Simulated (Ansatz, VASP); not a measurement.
Two plane-wave programs on Rh

```
Rh
1.0
     2.70777    0.00000    0.00000
     1.35388    2.34500    0.00000
     0.00000    0.00000   29.26531
Rh
7
Direct
  0.00000 0.00000 0.27521
  0.33333 0.33333 0.34937
  0.66667 0.66667 0.42412
  0.00000 0.00000 0.50000
  0.33333 0.33333 0.57588
  0.66667 0.66667 0.65063
  0.00000 0.00000 0.72479
```

Alike in both runs: functional PBE; k mesh 14 × 14 × 1; no spin polarisation.

Ansatz relaxed the structure, and its values are those at the end. VASP's run is a single point on that final structure, the one shown.

```csv
,VASP,Ansatz
version,VASP 6.6.1,Ansatz 0.2.0
potentials or method,"VASP PAW PBE potentials, release 64 (Rh_pv)","plane-wave PAW, scalar-relativistic"
plane-wave cutoff (eV),520,420
occupations,"methfessel-paxton of order 1, width 0.1 eV","cold, width 0.1 eV"
valence electrons in the cell,105,119
```

```tsv
	VASP	Ansatz	Ansatz less VASP
rms of the force components (eV/Å)	0.006	0.003	-0.0023
work function, face that differs most (eV)	5.16	5.16	+0.003
```

VASP's potentials hold 105 valence electrons a cell and Ansatz's 119, so a difference there can come from the potentials and not from the codes.
